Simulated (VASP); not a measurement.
# InP (I4/mmm) in VASP: single point with PBEsol

Aim: the single point of InP with PBEsol.

Program: VASP 6.6.1. These are calculated values, not measurements. Logs are shortened: lines on timing, memory, paths and dates and some standing lists are left out, and cuts for length are marked.

## 1. The cell of the first run

Symmetry: I4/mmm, No. 139, tetragonal system. The conventional cell has a = 3.972 Å, b = 3.972 Å, c = 5.899 Å, α = 90.00°, β = 90.00°, γ = 90.00°. In (site symmetry 4/mmm) has 6 P at 2.81 to 2.95 Å within 3.7 Å. Within 3.7 Å of P (site symmetry 4/mmm) lie 6 In at 2.81 to 2.95 Å.

## 2. Single point, PBEsol

File INCAR:

```
  ALGO = Normal
  EDIFF = 1E-7
  ENCUT = 520
  GGA = PS
  ISIF = 2
  ISMEAR = 0
  LASPH = True
  LCHARG = False
  LREAL = False
  LWAVE = False
  NBANDS = 16
  NELM = 80
  PREC = Accurate
  SIGMA = 0.15
```

File KPOINTS:

```
k-points
0
Gamma
  16 16 16
```

File POSCAR:

```
InP
1.0
    0.0000000000      2.8089435591      2.9493907371
    2.8089435591      0.0000000000      2.9493907371
    2.8089435591      2.8089435591      0.0000000000
In P
1 1
Direct
    0.0000000000      0.0000000000      0.0000000000
    0.5000000000      0.5000000000      0.5000000000
```

Potentials or basis: VASP PAW PBE potentials, release 64 (In_d, P).

The run is started by

```bash
$ cat potpaw_PBE.64/In_d/POTCAR potpaw_PBE.64/P/POTCAR > POTCAR
$ mpirun -np 1 vasp_std > vasp.out
```

OUTCAR:

```text
EDIFF = 1E-7
   ENCUT = 520
   GGA = PS
   ISIF = 2
   ISMEAR = 0
   LASPH = True
   LREAL = False
   NELM = 80
   PREC = Accurate

 ion  position               nearest neighbor table
   1  0.000  0.000  0.000-   2 2.81   2 2.81   2 2.81   2 2.81   2 2.95   2 2.95
   2  0.500  0.500  0.500-   1 2.81   1 2.81   1 2.81   1 2.81   1 2.95   1 2.95

  LATTYP: Found a body centered tetragonal cell.
 ALAT       =     3.9724460772
 C/A-ratio  =     1.4849242405

  Lattice vectors:

 A1 = (  -2.8089435591,   0.0000000000,   2.9493907371)
 A2 = (   2.8089435591,   0.0000000000,   2.9493907371)
 A3 = (   0.0000000000,   2.8089435591,  -2.9493907371)

Analysis of symmetry for initial positions (statically):
=====================================================================
 Subroutine PRICEL returns:
 Original cell was already a primitive cell.

 Routine SETGRP: Setting up the symmetry group for a
 body centered tetragonal supercell.

 Subroutine GETGRP returns: Found 16 space group operations
 (whereof 16 operations were pure point group operations)
 out of a pool of 16 trial point group operations.

The static configuration has the point symmetry D_4h.

Analysis of symmetry for dynamics (positions and initial velocities):
=====================================================================
 Subroutine PRICEL returns:
 Original cell was already a primitive cell.

 Routine SETGRP: Setting up the symmetry group for a
 body centered tetragonal supercell.

 Subroutine GETGRP returns: Found 16 space group operations
 (whereof 16 operations were pure point group operations)
 out of a pool of 16 trial point group operations.

The dynamic configuration has the point symmetry D_4h.

 Subroutine INISYM returns: Found 16 space group operations
 (whereof 16 operations are pure point group operations),
 and found     1 'primitive' translations

----------------------------------------------------------------------------------------

                                     Primitive cell

  volume of cell :      46.5424

  direct lattice vectors                    reciprocal lattice vectors
     0.000000000  2.808943559  2.949390737    -0.178002865  0.178002865  0.169526538
     2.808943559  0.000000000  2.949390737     0.178002865 -0.178002865  0.169526538
     2.808943559  2.808943559  0.000000000     0.178002865  0.178002865 -0.169526538

  length of vectors
     4.072968161  4.072968161  3.972446077     0.303495118  0.303495118  0.303495118

  position of ions in fractional coordinates (direct lattice)
     0.000000000  0.000000000  0.000000000
     0.500000000  0.500000000  0.500000000

  ion indices of the primitive-cell ions
   primitive index   ion index
                 1           1
                 2           2

----------------------------------------------------------------------------------------

 KPOINTS: k-points

Automatic generation of k-mesh.
 Grid dimensions read from file:
 generate k-points for:   16   16   16

 Generating k-lattice:

  Cartesian coordinates                     Fractional coordinates (reciprocal lattice)
    -0.011125179  0.011125179  0.010595409     0.062500000  0.000000000  0.000000000
     0.011125179 -0.011125179  0.010595409     0.000000000  0.062500000  0.000000000
     0.011125179  0.011125179 -0.010595409    -0.000000000 -0.000000000  0.062500000

  Length of vectors
     0.018968445  0.018968445  0.018968445

  Shift w.r.t. Gamma in fractional coordinates (k-lattice)
     0.000000000  0.000000000  0.000000000

 Subroutine IBZKPT returns following result:
 ===========================================

 Found    349 irreducible k-points:

 Following reciprocal coordinates:
            Coordinates               Weight
  0.000000  0.000000  0.000000      1.000000
  0.062500  0.000000  0.000000      8.000000
  0.125000  0.000000  0.000000      8.000000
  0.187500  0.000000  0.000000      8.000000
  0.250000  0.000000  0.000000      8.000000
  0.312500  0.000000  0.000000      8.000000
[... 16 lines left out ...]
 -0.125000  0.062500  0.000000      8.000000
 -0.062500  0.062500  0.000000      4.000000
 [... further k-points ...]
   k-points           NKPTS =    349   k-points in BZ     NKDIM =    349   number of bands    NBANDS=     16
   number of dos      NEDOS =    301   number of ions     NIONS =      2
   total plane-waves  NPLWV =  27000
   dimension x,y,z NGX =    30 NGY =   30 NGZ =   30
   dimension x,y,z NGXF=    60 NGYF=   60 NGZF=   60
   ions per type =               1   1
   NGX,Y,Z   is equivalent  to a cutoff of  12.25, 12.25, 12.55 a.u.
   NGXF,Y,Z  is equivalent  to a cutoff of  24.49, 24.49, 25.11 a.u.
 SYSTEM =  unknown system
   PREC   = accura    normal or accurate (medium, high low for compatibility)
   ISTART =      0    job   : 0-new  1-cont  2-samecut
   ICHARG =      2    charge: 1-file 2-atom 10-const
   ISPIN  =      1    spin polarized calculation?
   LNONCOLLINEAR =      F non collinear calculations
   LSORBIT =      F    spin-orbit coupling
   LASPH  =      T    aspherical Exc in radial PAW
   ENCUT  =  520.0 eV  38.22 Ry    6.18 a.u.   7.57  7.57  7.39*2*pi/ulx,y,z
   NELM   =     80;   NELMIN=  2; NELMDL= -5     # of ELM steps
   EDIFF  = 0.1E-06   stopping-criterion for ELM
   LREAL  =      F    real-space projection
   EDIFFG = 0.1E-05   stopping-criterion for IOM
   NSW    =      0    number of steps for IOM
   IBRION =     -1    ionic relax: 0-MD 1-quasi-New 2-CG
   NFREE  =      0    steps in history (QN), initial steepest desc. (CG)
   ISIF   =      2    stress and relaxation
   ISYM   =      2    0-nonsym 1-usesym 2-fastsym
   POTIM  = 0.5000    time-step for ionic-motion
   TEBEG  =    0.0;   TEEND  =   0.0 temperature during run
   PSTRESS=    0.0 pullay stress
   NELECT =      18.0000    total number of electrons
   NUPDOWN=      -1.0000    fix difference up-down
   EMIN   =  10.00;   EMAX   =-10.00  energy-range for DOS
   EFERMI =   0.00;   METHOD = LEGACY
   ISMEAR =     0;   SIGMA  =   0.15  broadening in eV -4-tet -1-fermi 0-gaus
   EFERMI_NEDOS =   21; number of points for ismear=-14 and -15
   IALGO  =     38    algorithm
   IMIX   =      4    mixing-type and parameters
     AMIX     =   0.40;   BMIX     =  1.00
     AMIX_MAG =   1.60;   BMIX_MAG =  1.00
  volume/ion in A,a.u.               =      23.27       157.04
  Fermi-wavevector in a.u.,A,eV,Ry     =   1.192750  2.253971 19.356375  1.422653
  Thomas-Fermi vector in A             =   2.328781
   LORBIT       =      0    0 simple, 1 ext, 2 COOP (PROOUT), +10 PAW based schemes
   GGA     = PS    functional components
   LHFCALC =     F    Hartree Fock is set to
   AEXX    =    0.0000 exact exchange contribution
   IVDW    =     0    specifies the selected vdW correction
   LEPSILON=     F    determine dielectric tensor
   LRPA    =     F    only Hartree local field effects (RPA)
 non-spin polarized calculation
 Gauss-broadening in eV      SIGMA  =   0.15
  energy-cutoff  :      520.00
  volume of cell :       46.54
 maximum number of plane-waves:      1275
   NGX = 15   NGY = 15   NGZ = 15

 number of electron      17.9999993 magnetization

 Free energy of the ion-electron system (eV)
  ---------------------------------------------------
  ext. energy  EPLUGINS =         0.00000000
  ---------------------------------------------------
  free energy    TOTEN  =        -8.61669984 eV

  energy without entropy =       -8.60044915  energy(sigma->0) =       -8.60857450

 E-fermi :   5.8552     XC(G=0): -10.1340

 val. band max:        5.8518364641   @ k =   0.5000   0.3125   0.0000
 cond. band min:       5.8570185573   @ k =  -0.3125   0.1250   0.0625
 fundamental gap:      0.0051820932
 Fermi energy:         5.8551659020

 k-point     1 :       0.0000    0.0000    0.0000
  band No.  band energies     occupation
      1      -8.2020      2.00000
      2      -8.1944      2.00000
      3      -8.1882      2.00000
      4      -8.1722      2.00000
      5      -8.1722      2.00000
      6      -5.5335      2.00000
[... 8 lines left out ...]
     15      14.1703      0.00000
     16      14.1703      0.00000

 k-point     2 :       0.0625    0.0000    0.0000
  band No.  band energies     occupation
      1      -8.2026      2.00000
      2      -8.1960      2.00000
      3      -8.1866      2.00000
      4      -8.1719      2.00000
      5      -8.1706      2.00000
      6      -5.4899      2.00000
[... 8 lines left out ...]
     15      13.7552      0.00000
     16      14.0395      0.00000

 k-point     3 :       0.1250    0.0000    0.0000
  band No.  band energies     occupation
      1      -8.2053      2.00000
      2      -8.2010      2.00000
      3      -8.1818      2.00000
      4      -8.1699      2.00000
      5      -8.1655      2.00000
      6      -5.3599      2.00000
[... 8 lines left out ...]
     15      13.5841      0.00000
     16      13.8769      0.00000

 k-point     4 :       0.1875    0.0000    0.0000
  band No.  band energies     occupation
      1      -8.2107      2.00000
      2      -8.2091      2.00000
      3      -8.1785      2.00000
      4      -8.1621      2.00000
      5      -8.1572      2.00000
      6      -5.1476      2.00000
[... 8 lines left out ...]
     15      13.9013      0.00000
     16      13.9054      0.00000
[... 324 lines left out ...]
 k-point    22 :      -0.1875    0.0625    0.0000
  band No.  band energies     occupation
      1      -8.2178      2.00000
      2      -8.2086      2.00000
      3      -8.1770      2.00000
      4      -8.1559      2.00000
      5      -8.1524      2.00000
      6      -5.0129      2.00000
[... 8 lines left out ...]
     15      13.7694      0.00000
     16      14.7515      0.00000

 k-point    23 :      -0.1250    0.0625    0.0000
  band No.  band energies     occupation
      1      -8.2087      2.00000
      2      -8.2031      2.00000
      3      -8.1757      2.00000
      4      -8.1667      2.00000
      5      -8.1639      2.00000
      6      -5.2541      2.00000
[... 8 lines left out ...]
     15      13.7331      0.00000
     16      14.2004      0.00000

 k-point    24 :      -0.0625    0.0625    0.0000
  band No.  band energies     occupation
      1      -8.2012      2.00000
      2      -8.2007      2.00000
      3      -8.1791      2.00000
      4      -8.1737      2.00000
      5      -8.1688      2.00000
      6      -5.4149      2.00000
[... 8 lines left out ...]
     15      13.6136      0.00000
     16      13.8712      0.00000

 [... further k-points ...]
[... 5 lines left out ...]
  --------------------------------------------------------------------------------------
  -------------------------------------------------------------------------------------
  Total       -2.0630065     -2.0630065     -2.7681416      0.0000000      0.0000000     -0.0000000
  in kB      -71.0170857    -71.0170857    -95.2907066      0.0000000      0.0000000     -0.0000000
  external PRESSURE =     -79.1082927 kB  Pullay stress =       0.0000000 kB

 VOLUME and BASIS-vectors are now :
 -----------------------------------------------------------------------------
  energy-cutoff  :      520.00
  volume of cell :       46.54
      direct lattice vectors                 reciprocal lattice vectors
     0.000000000  2.808943559  2.949390737    -0.178002865  0.178002865  0.169526538
     2.808943559  0.000000000  2.949390737     0.178002865 -0.178002865  0.169526538
     2.808943559  2.808943559  0.000000000     0.178002865  0.178002865 -0.169526538

 POSITION                                       TOTAL-FORCE (eV/Angst)
 -----------------------------------------------------------------------------------
      0.00000      0.00000      0.00000         0.000000     -0.000000      0.000000
      2.80894      2.80894      2.94939        -0.000000      0.000000     -0.000000
 -----------------------------------------------------------------------------------
    total drift:                               -0.000000      0.000000      0.000000

  FREE ENERGIE OF THE ION-ELECTRON SYSTEM (eV)
  ---------------------------------------------------
  free  energy   TOTEN  =        -8.6166998438 eV

  energy  without entropy=       -8.6004491473  energy(sigma->0) =       -8.60857450
```

Run time: 2.2 min. Hardware: 1 thread of Intel Xeon 6975P-C (Granite Rapids), shared host; peak memory 0.36 GiB.

Results:

```
Free energy            : -8.6167 eV
Pressure               : -7.9 GPa
Band gap on the k mesh : zero (band 9 reaches 6.20 eV, above the bottom of band 10 at 3.90 eV)
```

Levels at points of the mesh, in eV from the Fermi level:
```csv
k point,band 6,band 7,band 8,band 9,band 10,band 11,band 12,band 13
"(0.00, 0.00, 0.00)",-11.39,-0.36,-0.36,-0.21,0.05,6.81,7.00,7.16
"(0.50, 0.00, 0.00)",-9.59,-6.23,0.03,0.24,2.26,3.27,3.54,4.51
"(0.50, 0.50, 0.00)",-8.99,-4.43,-2.35,-1.95,-1.95,4.06,8.98,9.23
"(0.50, 0.00, 0.50)",-8.59,-4.46,-2.78,-2.39,-1.85,3.87,8.31,9.46
```

Caveat: the PAW data sets were made with another functional, which shifts forces and pressure a little; spin-orbit coupling is left out, which moves the levels of the heavy elements.
